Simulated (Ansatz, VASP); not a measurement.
## ZnS in VASP and in Ansatz

POSCAR

```
ZnS
1.0
    2.7046500000     -2.7046500000      0.0000000000
    2.7046500000      0.0000000000     -2.7046500000
    8.5645446900      3.8316776550      3.8316776550
Zn S
3 3
Direct
    0.5937347233      0.5937347233      0.1250333333
   -0.4617986100     -0.4617986100      0.7917000000
    0.0659680567      0.0659680567      0.4583666667
    0.1562597233      0.1562597233      0.8750333333
    0.6840263900      0.6840263900      0.5417000000
    0.2117930567      0.2117930567      0.2083666667
```

The input INCAR.step1:

```
  ALGO = Normal
  EDIFF = 1E-4
  ENCUT = 520
  GGA = PE
  ISMEAR = 0
  LASPH = True
  LCHARG = False
  LREAL = False
  LWAVE = True
  NBANDS = 36
  NELM = 80
  PREC = Accurate
  SIGMA = 0.05
```

File INCAR.step2:

```
  ALGO = Normal
  EDIFF = 1E-6
  ENCUT = 520
  ISIF = 2
  ISMEAR = 0
  ISTART = 1
  LASPH = True
  LCHARG = False
  LMIXTAU = True
  LREAL = False
  LWAVE = False
  METAGGA = R2SCAN
  NBANDS = 36
  NELM = 80
  PREC = Accurate
  SIGMA = 0.05
```

File KPOINTS:

```
k-points
0
Gamma
  7 7 3
```

Input for Ansatz:

```yaml
crystal:
  lattice:
    - [2.70465, -2.70465, 0.0]
    - [2.70465, 0.0, -2.70465]
    - [8.56454469, 3.831677655, 3.831677655]
  atoms:
    - { symbol: Zn, position: [0.5937347233, 0.5937347233, 0.1250333333] }
    - { symbol: Zn, position: [-0.46179861, -0.46179861, 0.7917] }
    - { symbol: Zn, position: [0.0659680567, 0.0659680567, 0.4583666667] }
    - { symbol: S, position: [0.1562597233, 0.1562597233, 0.8750333333] }
    - { symbol: S, position: [0.68402639, 0.68402639, 0.5417] }
    - { symbol: S, position: [0.2117930567, 0.2117930567, 0.2083666667] }
basis:
  ecutwfc: 500
kpoints:
  mp_grid: { grid: [7, 7, 3] }
hamiltonian:
  xc: r2scan
scf:
  occupations: { method: gaussian, width: 0.05 }
output:
  forces: true
  stress: true
  eigenvalues: true
```

Alike in both runs: task single point; functional r2SCAN; k mesh 7 × 7 × 3; occupations gaussian, width 0.05 eV; no spin polarisation.

|  | VASP | Ansatz |
| --- | --- | --- |
| version | VASP 6.6.1 | Ansatz 0.2.0 |
| potentials or method | VASP PAW PBE potentials, release 64 (Zn, S), cutoff 520 eV | scalar-relativistic, plane waves, PAW |
| valence electrons in the cell | 54 | 54 |

Ansatz gave:

```
gap on the k mesh at the Fermi level (eV)                     : 2.09
least direct gap on the mesh (eV)                             : 2.09
pressure (GPa)                                                : -1.9
traceless stress, the component that is largest in VASP (GPa) : 1.14
rms of the force components (eV/Å)                            : 0.160
```

Problem. What did VASP give for the same quantities?

Solution. gap on the k mesh at the Fermi level (eV): 2.09; least direct gap on the mesh (eV): 2.09; pressure (GPa): -1.8; traceless stress, the component that is largest in VASP (GPa): 1.13; rms of the force components (eV/Å): 0.161.

VASP's potentials were made for PBE, not for r2SCAN. Atom by atom the forces differ by 0.005 eV/Å (rms over components). The functional is the same, so the differences come from potentials, cutoffs and numerics.
